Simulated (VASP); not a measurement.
Here is a VASP 6.6.1 calculation.

File INCAR:

```
PREC = Accurate
ENCUT = 520
EDIFF = 1E-6
ISMEAR = -1
SIGMA = 0.1
LREAL = False
LASPH = True
NELM = 60
ALGO = Normal
ISIF = 2
LWAVE = False
LCHARG = True
GGA = PS
LELF = True
LVHAR = True
NBANDS = 44
```

The input KPOINTS:

```
regular mesh
0
Gamma
  8 8 11
```

Contents of POSCAR:

```
Lu
1.0
    5.3242850379      0.0000000000      0.0000000000
   -2.6621425189      4.6109660998      0.0000000000
    0.0000000000      0.0000000000      3.3440133111
Lu
3
Direct
    1.0000000000      0.0000000000      1.0000000000
    0.3333333333      0.6666666667      0.5000000000
    0.6666666667      0.3333333333      0.5000000000
```

Potentials or basis: VASP PAW PBE potentials, release 64 (Lu).

The run is started by

```sh
$ cat potpaw_PBE.64/Lu/POTCAR > POTCAR
$ mpirun -np 1 vasp_std > vasp.out
```

(1) What does it give for the pressure?

(2) Predict the band gap on the k mesh.

## Answers

(1) 0.5 GPa.

(2) zero (an odd number of electrons rules out a gap without spin polarisation).

Caveat: the PAW data sets were made with another functional, which shifts forces and pressure a little; spin-orbit coupling is left out, which moves the levels of the heavy elements.
